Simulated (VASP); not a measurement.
# Sb (P6_3/mmc) in VASP: further runs

The runs below take Sb through electric field gradients, with PBEsol.

Program: VASP 6.6.1. These are calculated values, not measurements. Logs are shortened: lines on timing, memory, paths and dates and some standing lists are left out, and cuts for length are marked.

## Step 1: The cell of the first run

The structure is hexagonal, space group P6_3/mmc (No. 194). Conventional cell: a = 3.300 Å, b = 3.300 Å, c = 5.221 Å, α = 90.00°, β = 90.00°, γ = 120.00°. Sb (site symmetry -6m2) has 12 Sb at 3.23 to 3.30 Å within 4.3 Å.

## Step 2: Electric field gradients, PBEsol (volume scaled by 0.94)

File INCAR:

```
SYSTEM = Sb
  PREC = Accurate
  ENCUT = 520
  EDIFF = 1E-8
  ISMEAR = -1
  SIGMA = 0.05
  LREAL = .FALSE.
  LASPH = .TRUE.
  NELM = 100
  ALGO = Normal
  ISIF = 2
  LWAVE = .FALSE.
  LCHARG = .FALSE.
  GGA = PS
  LEFG = .TRUE.
  NBANDS = 12
```

File KPOINTS:

```
Automatic mesh
0
G
  12 12 7
  0 0 0
```

File POSCAR:

```
Sb
1.0
    3.3002257761      0.0000000000      0.0000000000
   -1.6501128881      2.8580793603      0.0000000000
    0.0000000000      0.0000000000      5.2211939594
Sb
2
Direct
    0.3333333333      0.6666666667      0.2500000000
    0.6666666667      0.3333333333      0.7500000000
```

Potentials or basis: VASP PAW PBE potentials, release 64 (Sb).

Command:

```
$ cat potpaw_PBE.64/Sb/POTCAR > POTCAR
$ mpirun -np 1 vasp_std > vasp.out
```

OUTCAR:

```text
SYSTEM = Sb
   PREC = Accurate
   ENCUT = 520
   EDIFF = 1E-8
   ISMEAR = -1
   LREAL = .FALSE.
   LASPH = .TRUE.
   NELM = 100
   ISIF = 2
   GGA = PS

 ion  position               nearest neighbor table
   1  0.333  0.667  0.250-   2 3.23   2 3.23   2 3.23   2 3.23   2 3.23   2 3.23
   2  0.667  0.333  0.750-   1 3.23   1 3.23   1 3.23   1 3.23   1 3.23   1 3.23

  LATTYP: Found a hexagonal cell.
 ALAT       =     3.3002257761
 C/A-ratio  =     1.5820717471

  Lattice vectors:

 A1 = (   3.3002257761,   0.0000000000,   0.0000000000)
 A2 = (  -1.6501128881,   2.8580793603,   0.0000000000)
 A3 = (   0.0000000000,   0.0000000000,   5.2211939594)

Analysis of symmetry for initial positions (statically):
[... 35 lines left out ...]
                                     Primitive cell

  volume of cell :      49.2479

  direct lattice vectors                    reciprocal lattice vectors
     3.300225776  0.000000000  0.000000000     0.303009572  0.174942658  0.000000000
    -1.650112888  2.858079360  0.000000000     0.000000000  0.349885316  0.000000000
     0.000000000  0.000000000  5.221193959     0.000000000  0.000000000  0.191527074

  length of vectors
     3.300225776  3.300225776  5.221193959     0.349885316  0.349885316  0.191527074

  position of ions in fractional coordinates (direct lattice)
     0.333333333  0.666666667  0.250000000
     0.666666667  0.333333333  0.750000000

  ion indices of the primitive-cell ions
   primitive index   ion index
                 1           1
                 2           2

----------------------------------------------------------------------------------------

 KPOINTS: Automatic mesh

Automatic generation of k-mesh.
 Grid dimensions read from file:
 generate k-points for:   12   12    7

 Generating k-lattice:

  Cartesian coordinates                     Fractional coordinates (reciprocal lattice)
     0.025250798  0.014578555  0.000000000     0.083333333  0.000000000  0.000000000
     0.000000000  0.029157110  0.000000000     0.000000000  0.083333333  0.000000000
     0.000000000  0.000000000  0.027361011     0.000000000  0.000000000  0.142857143

  Length of vectors
     0.029157110  0.029157110  0.027361011

  Shift w.r.t. Gamma in fractional coordinates (k-lattice)
     0.000000000  0.000000000  0.000000000

 Subroutine IBZKPT returns following result:
 ===========================================

 Found     76 irreducible k-points:

 Following reciprocal coordinates:
            Coordinates               Weight
  0.000000  0.000000  0.000000      1.000000
  0.083333  0.000000  0.000000      6.000000
  0.166667  0.000000  0.000000      6.000000
  0.250000  0.000000  0.000000      6.000000
  0.333333  0.000000  0.000000      6.000000
  0.416667  0.000000  0.000000      6.000000
[... 16 lines left out ...]
  0.250000  0.000000  0.142857     12.000000
  0.333333  0.000000  0.142857     12.000000
 [... further k-points ...]
   k-points           NKPTS =     76   k-points in BZ     NKDIM =     76   number of bands    NBANDS=     12
   number of dos      NEDOS =    301   number of ions     NIONS =      2
   total plane-waves  NPLWV =  31360
   dimension x,y,z NGX =    28 NGY =   28 NGZ =   40
   dimension x,y,z NGXF=    56 NGYF=   56 NGZF=   80
   ions per type =               2
   NGX,Y,Z   is equivalent  to a cutoff of  14.10, 14.10, 12.74 a.u.
   NGXF,Y,Z  is equivalent  to a cutoff of  28.21, 28.21, 25.47 a.u.
 SYSTEM =  Sb
   PREC   = accura    normal or accurate (medium, high low for compatibility)
   ISTART =      0    job   : 0-new  1-cont  2-samecut
   ICHARG =      2    charge: 1-file 2-atom 10-const
   ISPIN  =      1    spin polarized calculation?
   LNONCOLLINEAR =      F non collinear calculations
   LSORBIT =      F    spin-orbit coupling
   LASPH  =      T    aspherical Exc in radial PAW
   ENCUT  =  520.0 eV  38.22 Ry    6.18 a.u.   6.14  6.14  9.71*2*pi/ulx,y,z
   NELM   =    100;   NELMIN=  2; NELMDL= -5     # of ELM steps
   EDIFF  = 0.1E-07   stopping-criterion for ELM
   LREAL  =      F    real-space projection
   EDIFFG = 0.1E-06   stopping-criterion for IOM
   NSW    =      0    number of steps for IOM
   IBRION =     -1    ionic relax: 0-MD 1-quasi-New 2-CG
   NFREE  =      0    steps in history (QN), initial steepest desc. (CG)
   ISIF   =      2    stress and relaxation
   ISYM   =      2    0-nonsym 1-usesym 2-fastsym
   POTIM  = 0.5000    time-step for ionic-motion
   TEBEG  =    0.0;   TEEND  =   0.0 temperature during run
   PSTRESS=    0.0 pullay stress
   NELECT =      10.0000    total number of electrons
   NUPDOWN=      -1.0000    fix difference up-down
   EMIN   =  10.00;   EMAX   =-10.00  energy-range for DOS
   EFERMI =   0.00;   METHOD = LEGACY
   ISMEAR =    -1;   SIGMA  =   0.05  broadening in eV -4-tet -1-fermi 0-gaus
   EFERMI_NEDOS =   21; number of points for ismear=-14 and -15
   IALGO  =     38    algorithm
   IMIX   =      4    mixing-type and parameters
     AMIX     =   0.40;   BMIX     =  1.00
     AMIX_MAG =   1.60;   BMIX_MAG =  1.00
  volume/ion in A,a.u.               =      24.62       166.17
  Fermi-wavevector in a.u.,A,eV,Ry     =   0.962230  1.818351 12.597453  0.925887
  Thomas-Fermi vector in A             =   2.091671
   LORBIT       =      0    0 simple, 1 ext, 2 COOP (PROOUT), +10 PAW based schemes
   GGA     = PS    functional components
   LHFCALC =     F    Hartree Fock is set to
   AEXX    =    0.0000 exact exchange contribution
   IVDW    =     0    specifies the selected vdW correction
   LEPSILON=     F    determine dielectric tensor
   LRPA    =     F    only Hartree local field effects (RPA)
 non-spin polarized calculation
  energy-cutoff  :      520.00
  volume of cell :       49.25
 maximum number of plane-waves:      1347
 NGX is ok and might be reduce to    28
   NGX = 13   NGY = 13   NGZ = 19

 number of electron      10.0000000 magnetization

 Free energy of the ion-electron system (eV)
  ---------------------------------------------------
  ext. energy  EPLUGINS =         0.00000000
  ---------------------------------------------------
  free energy    TOTEN  =        -8.63944958 eV

  energy without entropy =       -8.62803958  energy(sigma->0) =       -8.63374458

 E-fermi :   9.6250     XC(G=0): -10.7223

 val. band max:        9.6047649923   @ k =   0.5000   0.0000   0.2857
 cond. band min:       9.6275693046   @ k =   0.1667   0.0000   0.0000
 fundamental gap:      0.0228043123
 Fermi energy:         9.6249653289

 k-point     1 :       0.0000    0.0000    0.0000
  band No.  band energies     occupation
      1      -4.0895      2.00000
      2       0.5311      2.00000
      3       3.2312      2.00000
      4      13.2016      0.00000
      5      13.2016      0.00000
      6      15.1354      0.00000
      7      15.1354      0.00000
      8      16.2132      0.00000
      9      17.2977      0.00000
     10      18.4846      0.00000
     11      19.8100      0.00000
     12      19.8100      0.00000

 k-point     2 :       0.0833    0.0000    0.0000
  band No.  band energies     occupation
      1      -3.9599      2.00000
      2       0.6446      2.00000
      3       3.3669      2.00000
      4      11.8915      0.00000
      5      12.6867      0.00000
      6      14.4876      0.00000
      7      15.3361      0.00000
      8      15.9584      0.00000
      9      17.6733      0.00000
     10      18.4214      0.00000
     11      19.7529      0.00000
     12      20.1729      0.00000

 k-point     3 :       0.1667    0.0000    0.0000
  band No.  band energies     occupation
      1      -3.5721      2.00000
      2       0.9774      2.00000
      3       3.7707      2.00000
      4       9.6276      0.97397
      5      11.7718      0.00000
      6      12.9977      0.00000
      7      15.0253      0.00000
      8      15.2387      0.00000
      9      16.2816      0.00000
     10      19.0283      0.00000
     11      19.5404      0.00000
     12      20.2474      0.00000

 k-point     4 :       0.2500    0.0000    0.0000
  band No.  band energies     occupation
      1      -2.9308      2.00000
      2       1.4907      2.00000
      3       4.4311      2.00000
      4       7.3970      2.00000
      5      10.9187      0.00000
      6      11.1566      0.00000
      7      13.4757      0.00000
      8      14.7357      0.00000
      9      15.1139      0.00000
     10      18.2861      0.00000
     11      19.3682      0.00000
     12      19.6089      0.00000

 k-point     5 :       0.3333    0.0000    0.0000
  band No.  band energies     occupation
      1      -2.0509      2.00000
      2       2.0130      2.00000
      3       5.3199      2.00000
      4       5.5722      2.00000
      5       9.2595      1.99866
      6      10.2602      0.00001
      7      11.7422      0.00000
      8      14.2012      0.00000
      9      14.3655      0.00000
     10      17.7415      0.00000
     11      18.9948      0.00000
     12      19.1516      0.00000
[... 228 lines left out ...]
      1      -3.8443      2.00000
      2      -0.0324      2.00000
      3       4.2727      2.00000
      4      11.9950      0.00000
      5      12.7881      0.00000
      6      14.2991      0.00000
      7      15.0011      0.00000
      8      15.1695      0.00000
      9      17.5668      0.00000
     10      18.4722      0.00000
     11      19.4687      0.00000
     12      19.5539      0.00000

 k-point    22 :       0.1667    0.0000    0.1429
  band No.  band energies     occupation
      1      -3.4567      2.00000
      2       0.3226      2.00000
      3       4.6423      2.00000
      4       9.7482      0.15685
      5      11.8844      0.00000
      6      12.6230      0.00000
      7      14.5676      0.00000
      8      14.9315      0.00000
      9      16.3779      0.00000
     10      18.6503      0.00000
     11      18.8485      0.00000
     12      20.0805      0.00000

 k-point    23 :       0.2500    0.0000    0.1429
  band No.  band energies     occupation
      1      -2.8160      2.00000
      2       0.8862      2.00000
      3       5.1912      2.00000
      4       7.5768      2.00000
      5      10.6329      0.00000
      6      11.0376      0.00000
      7      13.6205      0.00000
      8      14.3666      0.00000
      9      15.3606      0.00000
     10      17.6363      0.00000
     11      18.6067      0.00000
     12      20.0930      0.00000

 k-point    24 :       0.3333    0.0000    0.1429
  band No.  band energies     occupation
      1      -1.9376      2.00000
      2       1.5483      2.00000
      3       5.1201      2.00000
      4       6.5629      2.00000
      5       8.6641      2.00000
      6      10.3824      0.00000
      7      12.2894      0.00000
      8      13.8163      0.00000
      9      14.5445      0.00000
     10      17.0219      0.00000
     11      18.8644      0.00000
     12      19.6784      0.00000

 [... further k-points ...]
[... 5 lines left out ...]
  --------------------------------------------------------------------------------------
  -------------------------------------------------------------------------------------
  Total        1.5570087      1.5570087      1.1801552     -0.0000000     -0.0000000      0.0000000
  in kB       50.6540134     50.6540134     38.3938734     -0.0000000     -0.0000000      0.0000000
  external PRESSURE =      46.5673001 kB  Pullay stress =       0.0000000 kB

 VOLUME and BASIS-vectors are now :
 -----------------------------------------------------------------------------
  energy-cutoff  :      520.00
  volume of cell :       49.25
      direct lattice vectors                 reciprocal lattice vectors
     3.300225776  0.000000000  0.000000000     0.303009572  0.174942658  0.000000000
    -1.650112888  2.858079360  0.000000000     0.000000000  0.349885316  0.000000000
     0.000000000  0.000000000  5.221193959     0.000000000  0.000000000  0.191527074

 POSITION                                       TOTAL-FORCE (eV/Angst)
 -----------------------------------------------------------------------------------
     -0.00000      1.90539      1.30530         0.000000     -0.000000      0.000000
      1.65011      0.95269      3.91590        -0.000000      0.000000      0.000000
 -----------------------------------------------------------------------------------
    total drift:                               -0.000000      0.000000      0.000000

  FREE ENERGIE OF THE ION-ELECTRON SYSTEM (eV)
  ---------------------------------------------------
  free  energy   TOTEN  =        -8.6394495811 eV

  energy  without entropy=       -8.6280395763  energy(sigma->0) =       -8.63374458

 Electric field gradients (V/A^2)
---------------------------------------------------------------------
 ion       V_xx      V_yy      V_zz      V_xy      V_xz      V_yz
---------------------------------------------------------------------
   1      -9.251    -9.251    18.501    -0.000     0.000    -0.000
   2      -9.251    -9.251    18.501    -0.000    -0.000     0.000
---------------------------------------------------------------------

 Electric field gradients after diagonalization (V/A^2)
 (convention: |V_zz| > |V_xx| > |V_yy|)
----------------------------------------------------------------------
 ion       V_xx      V_yy      V_zz     asymmetry (V_yy - V_xx)/ V_zz
----------------------------------------------------------------------
   1      -9.251    -9.251    18.501       0.000
   2      -9.251    -9.251    18.501       0.000
----------------------------------------------------------------------

           NMR quadrupolar parameters

 Cq : quadrupolar parameter    Cq=e*Q*V_zz/h
 eta: asymmetry parameters     (V_yy - V_xx)/ V_zz
 Q  : nuclear electric quadrupole moment in mb (millibarn)
----------------------------------------------------------------------
 ion       Cq(MHz)       eta       Q (mb)
----------------------------------------------------------------------
   1       0.045       0.000       1.000
   2       0.045       0.000       1.000
----------------------------------------------------------------------
```

It took 15 s on 1 thread of Intel Xeon 6975P-C (Granite Rapids), shared host; peak memory 0.19 GiB.

Results:

* Free energy: -8.6394 eV
* Pressure: 4.7 GPa
* Band gap on the k mesh: zero (band 5 reaches 13.95 eV, above the bottom of band 6 at 6.40 eV)

Electric field gradients, principal values (V/Å²):
```tsv
atom	least	middle	greatest (by size)
1 Sb	-9.251	-9.251	18.501
2 Sb	-9.251	-9.251	18.501
```

Caveat: without QUAD_EFG the Cq values of the log hold for a quadrupole moment of 1 mb, not for the nuclei; the PAW data sets were made with another functional, which shifts forces and pressure a little; spin-orbit coupling is left out, which moves the levels of the heavy elements.

(Part 1 of 2 ends here.)
